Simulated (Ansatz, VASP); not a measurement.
**Ba: VASP beside Ansatz**

Contents of INCAR:

```
  ALGO = Fast
  EDIFF = 1E-7
  ENCUT = 520
  GGA = PE
  ISIF = 2
  ISMEAR = 0
  LASPH = True
  LCHARG = True
  LELF = True
  LREAL = False
  LVHAR = True
  LWAVE = False
  NBANDS = 11
  NELM = 60
  PREC = Accurate
  SIGMA = 0.15
```

Contents of KPOINTS:

```
k-points
0
Gamma
  14 14 14
```

The input POSCAR:

```
Ba
1.0
    0.0000000000      3.3942982529      3.2326650028
    3.3942982529      0.0000000000      3.2326650028
    3.3942982529      3.3942982529      0.0000000000
Ba
1
Direct
    0.0000000000      0.0000000000      0.0000000000
```

Input for Ansatz:

```yaml
crystal:
  lattice:
    - [0.0, 3.3942982529, 3.2326650028]
    - [3.3942982529, 0.0, 3.2326650028]
    - [3.3942982529, 3.3942982529, 0.0]
  atoms:
    - { symbol: Ba, position: [0.0, 0.0, 0.0] }
basis:
  ecutwfc: 420
kpoints:
  mp_grid: { grid: [14, 14, 14] }
hamiltonian:
  xc: pbe
scf:
  occupations: { method: gaussian, width: 0.15 }
output:
  forces: true
  stress: true
  eigenvalues: true
```

Change from the starting cell: strain +0.050 along x and y, +0.000 along z, atoms carried along.

Alike in both runs: task single point; functional PBE; k mesh 14 × 14 × 14; occupations gaussian, width 0.15 eV; no spin polarisation.

|  | VASP | Ansatz |
| --- | --- | --- |
| version | VASP 6.6.1 | Ansatz 0.2.0 |
| potentials or method | VASP PAW PBE potentials, release 64 (Ba_sv), cutoff 520 eV | scalar-relativistic, plane waves, PAW |
| valence electrons in the cell | 10 | 10 |

|  | VASP | Ansatz | Ansatz less VASP |
| --- | --- | --- | --- |
| gap on the k mesh at the Fermi level (eV) | none | none | - |
| pressure (GPa) | -1.0 | -1.0 | -0.02 |

A gap of «none» marks a metal or a gap that the smearing closes. With one functional, cell and mesh, what is left measures potentials, basis and numerics.

Spin-orbit coupling is off throughout.
